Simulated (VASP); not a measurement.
# Re (Pm-3m) in VASP: a series of runs

Runs on Re. Level: LDA. Tasks: single point.

All numbers are computed with VASP 6.6.1; they aren't measurements. Logs are shortened: lines on timing, memory, paths and dates and some standing lists are left out, and cuts for length are marked.

## (1) The cell of the first run

The structure is cubic, space group Pm-3m (No. 221). The conventional cell has a = 2.470 Å, b = 2.470 Å, c = 2.470 Å, α = 90.00°, β = 90.00°, γ = 90.00°. Re (site symmetry m-3m) has 6 Re at 2.47 Å within 3.3 Å.

This isn't the form of Re at room conditions, which is hcp.

## (2) Single point, LDA (15.07 Å³/atom)

File INCAR:

```
SYSTEM = Re
ALGO = Normal
EDIFF = 1E-6
ENCUT = 520
GGA = CA
ISIF = 2
ISMEAR = -1
LASPH = .TRUE.
LCHARG = .FALSE.
LREAL = .FALSE.
LWAVE = .FALSE.
NBANDS = 10
NELM = 60
PREC = Accurate
SIGMA = 0.1
```

File KPOINTS:

```
k-points
0
G
  14 14 14
  0 0 0
```

File POSCAR:

```
Re
1.0
    2.4698842535      0.0000000000      0.0000000000
    0.0000000000      2.4698842535      0.0000000000
    0.0000000000      0.0000000000      2.4698842535
Re
1
Direct
    0.0000000000      0.0000000000      0.0000000000
```

Potentials or basis: VASP PAW LDA potentials, release 64 (Re).

Launch:

```sh
cat potpaw_LDA.64/Re/POTCAR > POTCAR
mpirun -np 1 vasp_std > vasp.out
```

OUTCAR:

```text
SYSTEM = Re
   EDIFF = 1E-6
   ENCUT = 520
   GGA = CA
   ISIF = 2
   ISMEAR = -1
   LASPH = .TRUE.
   LREAL = .FALSE.
   NELM = 60
   PREC = Accurate

 ion  position               nearest neighbor table
   1  0.000  0.000  0.000-

  LATTYP: Found a simple cubic cell.
 ALAT       =     2.4698842535

  Lattice vectors:

 A1 = (   2.4698842535,   0.0000000000,   0.0000000000)
 A2 = (   0.0000000000,   2.4698842535,   0.0000000000)
 A3 = (   0.0000000000,   0.0000000000,   2.4698842535)

Analysis of symmetry for initial positions (statically):
=====================================================================
 Subroutine PRICEL returns:
 Original cell was already a primitive cell.

 Routine SETGRP: Setting up the symmetry group for a
 simple cubic supercell.

 Subroutine GETGRP returns: Found 48 space group operations
 (whereof 48 operations were pure point group operations)
 out of a pool of 48 trial point group operations.

The static configuration has the point symmetry O_h .

Analysis of symmetry for dynamics (positions and initial velocities):
=====================================================================
 Subroutine PRICEL returns:
 Original cell was already a primitive cell.

 Routine SETGRP: Setting up the symmetry group for a
 simple cubic supercell.

 Subroutine GETGRP returns: Found 48 space group operations
 (whereof 48 operations were pure point group operations)
 out of a pool of 48 trial point group operations.

The dynamic configuration has the point symmetry O_h .

 Subroutine INISYM returns: Found 48 space group operations
 (whereof 48 operations are pure point group operations),
 and found     1 'primitive' translations

----------------------------------------------------------------------------------------

                                     Primitive cell

  volume of cell :      15.0671

  direct lattice vectors                    reciprocal lattice vectors
     2.469884254  0.000000000  0.000000000     0.404877273  0.000000000  0.000000000
     0.000000000  2.469884254  0.000000000     0.000000000  0.404877273  0.000000000
     0.000000000  0.000000000  2.469884254     0.000000000  0.000000000  0.404877273

  length of vectors
     2.469884254  2.469884254  2.469884254     0.404877273  0.404877273  0.404877273

  position of ions in fractional coordinates (direct lattice)
     0.000000000  0.000000000  0.000000000

  ion indices of the primitive-cell ions
   primitive index   ion index
                 1           1

----------------------------------------------------------------------------------------

 KPOINTS: k-points

Automatic generation of k-mesh.
 Grid dimensions read from file:
 generate k-points for:   14   14   14

 Generating k-lattice:

  Cartesian coordinates                     Fractional coordinates (reciprocal lattice)
     0.028919805  0.000000000  0.000000000     0.071428571  0.000000000  0.000000000
     0.000000000  0.028919805  0.000000000     0.000000000  0.071428571  0.000000000
     0.000000000  0.000000000  0.028919805     0.000000000  0.000000000  0.071428571

  Length of vectors
     0.028919805  0.028919805  0.028919805

  Shift w.r.t. Gamma in fractional coordinates (k-lattice)
     0.000000000  0.000000000  0.000000000

 Subroutine IBZKPT returns following result:
 ===========================================

 Found    120 irreducible k-points:

 Following reciprocal coordinates:
            Coordinates               Weight
  0.000000  0.000000  0.000000      1.000000
  0.071429  0.000000  0.000000      6.000000
  0.142857  0.000000  0.000000      6.000000
  0.214286  0.000000  0.000000      6.000000
  0.285714  0.000000  0.000000      6.000000
  0.357143  0.000000  0.000000      6.000000
[... 16 lines left out ...]
  0.285714  0.214286  0.000000     24.000000
  0.357143  0.214286  0.000000     24.000000
 [... further k-points ...]
   k-points           NKPTS =    120   k-points in BZ     NKDIM =    120   number of bands    NBANDS=     10
   number of dos      NEDOS =    301   number of ions     NIONS =      1
   total plane-waves  NPLWV =   5832
   dimension x,y,z NGX =    18 NGY =   18 NGZ =   18
   dimension x,y,z NGXF=    36 NGYF=   36 NGZF=   36
   ions per type =               1
   NGX,Y,Z   is equivalent  to a cutoff of  12.12, 12.12, 12.12 a.u.
   NGXF,Y,Z  is equivalent  to a cutoff of  24.23, 24.23, 24.23 a.u.
 SYSTEM =  Re
   PREC   = accura    normal or accurate (medium, high low for compatibility)
   ISTART =      0    job   : 0-new  1-cont  2-samecut
   ICHARG =      2    charge: 1-file 2-atom 10-const
   ISPIN  =      1    spin polarized calculation?
   LNONCOLLINEAR =      F non collinear calculations
   LSORBIT =      F    spin-orbit coupling
   LASPH  =      T    aspherical Exc in radial PAW
   ENCUT  =  520.0 eV  38.22 Ry    6.18 a.u.   4.59  4.59  4.59*2*pi/ulx,y,z
   NELM   =     60;   NELMIN=  2; NELMDL= -5     # of ELM steps
   EDIFF  = 0.1E-05   stopping-criterion for ELM
   LREAL  =      F    real-space projection
   EDIFFG = 0.1E-04   stopping-criterion for IOM
   NSW    =      0    number of steps for IOM
   IBRION =     -1    ionic relax: 0-MD 1-quasi-New 2-CG
   NFREE  =      0    steps in history (QN), initial steepest desc. (CG)
   ISIF   =      2    stress and relaxation
   ISYM   =      2    0-nonsym 1-usesym 2-fastsym
   POTIM  = 0.5000    time-step for ionic-motion
   TEBEG  =    0.0;   TEEND  =   0.0 temperature during run
   PSTRESS=    0.0 pullay stress
   NELECT =       7.0000    total number of electrons
   NUPDOWN=      -1.0000    fix difference up-down
   EMIN   =  10.00;   EMAX   =-10.00  energy-range for DOS
   EFERMI =   0.00;   METHOD = LEGACY
   ISMEAR =    -1;   SIGMA  =   0.10  broadening in eV -4-tet -1-fermi 0-gaus
   EFERMI_NEDOS =   21; number of points for ismear=-14 and -15
   IALGO  =     38    algorithm
   IMIX   =      4    mixing-type and parameters
     AMIX     =   0.40;   BMIX     =  1.00
     AMIX_MAG =   1.60;   BMIX_MAG =  1.00
  volume/ion in A,a.u.               =      15.07       101.68
  Fermi-wavevector in a.u.,A,eV,Ry     =   1.267937  2.396053 21.873590  1.607664
  Thomas-Fermi vector in A             =   2.401058
   LORBIT       =      0    0 simple, 1 ext, 2 COOP (PROOUT), +10 PAW based schemes
   GGA     = CA    functional components
   LHFCALC =     F    Hartree Fock is set to
   AEXX    =    0.0000 exact exchange contribution
   IVDW    =     0    specifies the selected vdW correction
   LEPSILON=     F    determine dielectric tensor
   LRPA    =     F    only Hartree local field effects (RPA)
 non-spin polarized calculation
  energy-cutoff  :      520.00
  volume of cell :       15.07
 maximum number of plane-waves:       437
   NGX =  9   NGY =  9   NGZ =  9

 number of electron       7.0000002 magnetization

 Free energy of the ion-electron system (eV)
  ---------------------------------------------------
  ext. energy  EPLUGINS =         0.00000000
  ---------------------------------------------------
  free energy    TOTEN  =       -12.27567182 eV

  energy without entropy =      -12.24299889  energy(sigma->0) =      -12.25933535

 E-fermi :   8.1628     XC(G=0): -13.5598

 val. band max:        8.1443944279   @ k =   0.4286   0.4286   0.0714
 cond. band min:       8.1773123493   @ k =   0.3571   0.0714   0.0714
 fundamental gap:      0.0329179214
 Fermi energy:         8.1628283525

 k-point     1 :       0.0000    0.0000    0.0000
  band No.  band energies     occupation
      1      -1.8672      2.00000
      2       1.8585      2.00000
      3       1.8585      2.00000
      4      12.3558      0.00000
      5      12.3558      0.00000
      6      12.3558      0.00000
      7      24.5961      0.00000
      8      24.5961      0.00000
      9      24.5961      0.00000
     10      31.3096      0.00000

 k-point     2 :       0.0714    0.0000    0.0000
  band No.  band energies     occupation
      1      -1.6743      2.00000
      2       1.9072      2.00000
      3       2.0819      2.00000
      4      12.0373      0.00000
      5      12.0373      0.00000
      6      12.3788      0.00000
      7      23.5786      0.00000
      8      25.0156      0.00000
      9      25.0156      0.00000
     10      32.1378      0.00000

 k-point     3 :       0.1429    0.0000    0.0000
  band No.  band energies     occupation
      1      -1.1561      2.00000
      2       2.0463      2.00000
      3       2.7576      2.00000
      4      11.2369      0.00000
      5      11.2369      0.00000
      6      12.4432      0.00000
      7      21.6131      0.00000
      8      26.1020      0.00000
      9      26.1020      0.00000
     10      30.1042      0.00000

 k-point     4 :       0.2143    0.0000    0.0000
  band No.  band energies     occupation
      1      -0.4514      2.00000
      2       2.2547      2.00000
      3       3.8502      2.00000
      4      10.2499      0.00000
      5      10.2499      0.00000
      6      12.5377      0.00000
      7      19.7011      0.00000
      8      27.5224      0.00000
      9      27.5224      0.00000
     10      27.9027      0.00000
[... 222 lines left out ...]
 k-point    22 :       0.2143    0.2143    0.0000
  band No.  band energies     occupation
      1       0.8801      2.00000
      2       3.4422      2.00000
      3       4.8887      2.00000
      4       8.1921      0.85483
      5      10.2844      0.00000
      6      10.7834      0.00000
      7      21.6880      0.00000
      8      22.3793      0.00000
      9      28.7305      0.00000
     10      30.6788      0.00000

 k-point    23 :       0.2857    0.2143    0.0000
  band No.  band energies     occupation
      1       1.5001      2.00000
      2       3.6645      2.00000
      3       5.7049      2.00000
      4       8.0548      1.49296
      5       9.5703      0.00000
      6      10.7441      0.00000
      7      20.1326      0.00000
      8      23.2694      0.00000
      9      28.0127      0.00000
     10      32.2121      0.00000

 k-point    24 :       0.3571    0.2143    0.0000
  band No.  band energies     occupation
      1       2.0700      2.00000
      2       3.6449      2.00000
      3       5.7223      2.00000
      4       8.8651      0.00178
      5       9.2610      0.00003
      6      10.8622      0.00000
      7      18.8301      0.00000
      8      24.3841      0.00000
      9      27.1104      0.00000
     10      33.2760      0.00000

 [... further k-points ...]

------------------------ aborting loop because EDIFF is reached ----------------------------------------

  FORCE on cell =-STRESS in cart. coord.  units (eV):
  Direction    XX          YY          ZZ          XY          YZ          ZX
  --------------------------------------------------------------------------------------
  -------------------------------------------------------------------------------------
  Total        2.7087714      2.7087714      2.7087714     -0.0000000      0.0000000      0.0000000
  in kB      288.0402241    288.0402241    288.0402241     -0.0000000      0.0000000      0.0000000
  external PRESSURE =     288.0402241 kB  Pullay stress =       0.0000000 kB

 VOLUME and BASIS-vectors are now :
 -----------------------------------------------------------------------------
  energy-cutoff  :      520.00
  volume of cell :       15.07
      direct lattice vectors                 reciprocal lattice vectors
     2.469884254  0.000000000  0.000000000     0.404877273  0.000000000  0.000000000
     0.000000000  2.469884254  0.000000000     0.000000000  0.404877273  0.000000000
     0.000000000  0.000000000  2.469884254     0.000000000  0.000000000  0.404877273

 POSITION                                       TOTAL-FORCE (eV/Angst)
 -----------------------------------------------------------------------------------
      0.00000      0.00000      0.00000         0.000000      0.000000      0.000000
 -----------------------------------------------------------------------------------
    total drift:                                0.000000      0.000000      0.000000

  FREE ENERGIE OF THE ION-ELECTRON SYSTEM (eV)
  ---------------------------------------------------
  free  energy   TOTEN  =       -12.2756718187 eV

  energy  without entropy=      -12.2429988903  energy(sigma->0) =      -12.25933535
```

Run time: 18 s. Hardware: 1 thread of Intel Xeon 8259CL, shared host; peak memory 0.13 GiB.

Results:

| Quantity | Value |
| --- | --- |
| Free energy | -12.2757 eV |
| Pressure | 28.8 GPa |
| Band gap on the k mesh | zero (an odd number of electrons rules out a gap without spin polarisation) |

Caveat: the cell stands under pressure; spin-orbit coupling is left out, which moves the levels of the heavy elements.

## (3) Single point, LDA (15.72 Å³/atom)

This run uses another cell than the first one, of 15.72 Å³/atom.

File INCAR:

```
PREC     = Accurate       # precision mode
ENCUT    = 520            # plane-wave cutoff, eV
EDIFF    = 1E-6           # SCF threshold, eV
ISMEAR   = -1             # smearing method
SIGMA    = 0.1            # smearing width, eV
LREAL    = False          # projectors in reciprocal space
LASPH    = True           # aspherical terms in the spheres
NELM     = 60             # most SCF steps
ALGO     = Normal         # electronic algorithm
ISIF     = 2              # what is computed and relaxed
LWAVE    = False          # write WAVECAR
LCHARG   = False          # write CHGCAR
GGA      = CA             # functional
NBANDS   = 10             # bands
```

File KPOINTS:

```
regular mesh
0
Gamma
  14 14 14
```

File POSCAR:

```
Re
1.0
    2.5051730820      0.0000000000      0.0000000000
    0.0000000000      2.5051730820      0.0000000000
    0.0000000000      0.0000000000      2.5051730820
Re
1
Direct
    0.0000000000      0.0000000000      0.0000000000
```

Potentials or basis: VASP PAW LDA potentials, release 64 (Re).

Launch:

```sh
cat potpaw_LDA.64/Re/POTCAR > POTCAR
mpirun -np 1 vasp_std > vasp.out
```

It took 25 s on 1 thread of Intel Xeon 8259CL, shared host; peak memory 0.13 GiB.

The run converged. Its results:

- Free energy: -12.3593 eV
- Pressure: 12.5 GPa
- Band gap on the k mesh: zero (an odd number of electrons rules out a gap without spin polarisation)

Levels at points of the mesh, in eV from the Fermi level:
| k point | band 1 | band 2 | band 3 | band 4 | band 5 | band 6 | band 7 | band 8 |
| --- | --- | --- | --- | --- | --- | --- | --- | --- |
| (0.00, 0.00, 0.00) | -9.74 | -5.98 | -5.98 | 3.92 | 3.92 | 3.92 | 16.04 | 16.04 |
| (0.50, 0.00, 0.00) | -6.19 | -4.95 | -1.03 | -0.22 | -0.22 | 4.36 | 9.34 | 15.30 |
| (0.50, 0.50, 0.00) | -7.16 | -4.20 | 0.61 | 0.61 | 5.10 | 5.10 | 6.93 | 15.37 |
| (0.50, 0.50, 0.50) | -5.42 | -5.42 | -5.42 | 7.24 | 7.24 | 7.74 | 12.69 | 12.69 |

Caveat: the cell stands under pressure; spin-orbit coupling is left out, which moves the levels of the heavy elements.

## (4) Single point, LDA (16.38 Å³/atom)

This run uses another cell than the first one, of 16.38 Å³/atom.

File INCAR:

```
PREC = Accurate ; ENCUT = 520
EDIFF = 1E-6 ; ISMEAR = -1
SIGMA = 0.1 ; LREAL = F
LASPH = T ; NELM = 100
ALGO = Normal ; ISIF = 2
LWAVE = F ; LCHARG = F
NBANDS = 10
```

File KPOINTS:

```
Automatic mesh
0
Gamma
  14 14 14
```

File POSCAR:

```
Re
1.0
    2.5394947864      0.0000000000      0.0000000000
    0.0000000000      2.5394947864      0.0000000000
    0.0000000000      0.0000000000      2.5394947864
Re
1
Direct
    0.0000000000      0.0000000000      0.0000000000
```

Launch:

```sh
cat potpaw_LDA.64/Re/POTCAR > POTCAR
mpirun -np 1 vasp_std > vasp.out
```

Run time: 20 s. Hardware: 1 thread of Intel Xeon 8259CL, shared host; peak memory 0.13 GiB.

The run converged. Its results:

| Property | Result |
| --- | --- |
| Free energy | -12.3832 eV |
| Pressure | -0.6 GPa |
| Band gap on the k mesh | zero (an odd number of electrons rules out a gap without spin polarisation) |

Levels at points of the mesh, in eV from the Fermi level:
| k point | band 1 | band 2 | band 3 | band 4 | band 5 | band 6 |
| --- | --- | --- | --- | --- | --- | --- |
| (0.00, 0.00, 0.00) | -9.47 | -5.68 | -5.68 | 3.67 | 3.67 | 3.67 |
| (0.50, 0.00, 0.00) | -6.01 | -4.71 | -0.99 | -0.20 | -0.20 | 4.08 |
| (0.50, 0.50, 0.00) | -6.76 | -4.05 | 0.57 | 0.57 | 4.90 | 4.90 |
| (0.50, 0.50, 0.50) | -5.11 | -5.11 | -5.11 | 6.79 | 6.79 | 7.87 |

Caveat: spin-orbit coupling is left out, which moves the levels of the heavy elements.

[end of part 1 of 2]
